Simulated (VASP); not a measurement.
Write the native input for VASP 6.6.1 that does the following.

```yaml
Task: single point
Functional: RPBE
Dispersion: D3(BJ)
Potentials_or_basis: VASP PAW PBE potentials, release 64 (Pb_d)
Cutoff: 520 eV
k_mesh: 9 × 9 × 9
Occupations: fermi-dirac, width 0.05 eV
Spin: no spin polarisation
Dipole_correction: no
Further_INCAR_settings: ALGO = Normal; EDIFF = 1e-06; NBANDS = 13
```

The structure of Pb lies in POSCAR:

```
Pb
1.0
    0.0000000000      2.5075897876      2.5075897876
    2.5075897876      0.0000000000      2.5075897876
    2.5075897876      2.5075897876      0.0000000000
Pb
1
Direct
    0.0000000000      0.0000000000      0.0000000000
```

One way to write it, as run:

INCAR

```
SYSTEM = Pb
PREC     = Accurate       ! precision mode
ENCUT    = 520            ! plane-wave cutoff, eV
EDIFF    = 1E-6           ! SCF threshold, eV
ISMEAR   = -1             ! smearing method
SIGMA    = 0.05           ! smearing width, eV
LREAL    = .False.        ! projectors in reciprocal space
LASPH    = .True.         ! aspherical terms in the spheres
NELM     = 60             ! most SCF steps
ALGO     = Normal         ! electronic algorithm
ISIF     = 2              ! what is computed and relaxed
LWAVE    = .False.        ! write WAVECAR
LCHARG   = .False.        ! write CHGCAR
GGA      = RP             ! functional
IVDW     = 12             ! dispersion correction
NBANDS   = 13             ! bands
```

KPOINTS

```
Automatic mesh
0
Gamma
  9 9 9
  0 0 0
```

Potentials or basis: VASP PAW PBE potentials, release 64 (Pb_d).

Run with:

```console
$ cat potpaw_PBE.64/Pb_d/POTCAR > POTCAR
$ mpirun -np 1 vasp_std > vasp.out
```

Results of the run:

The pressure is -17.3 GPa and the band gap on the k mesh is zero (band 7 reaches 14.12 eV, above the bottom of band 8 at 5.52 eV). The dispersion energy per atom is -2.300 eV.

Caveat: the PAW data sets were made with another functional, which shifts forces and pressure a little; spin-orbit coupling is left out, which moves the levels of the heavy elements; pairwise dispersion overbinds metals, which lowers pressure and volume.

It took 14 s on 1 thread of Intel(R) Xeon(R) Platinum 8259CL CPU @ 2.50GHz (Skylake/Cascade Lake), on a shared host, peak memory 0.17 GiB.
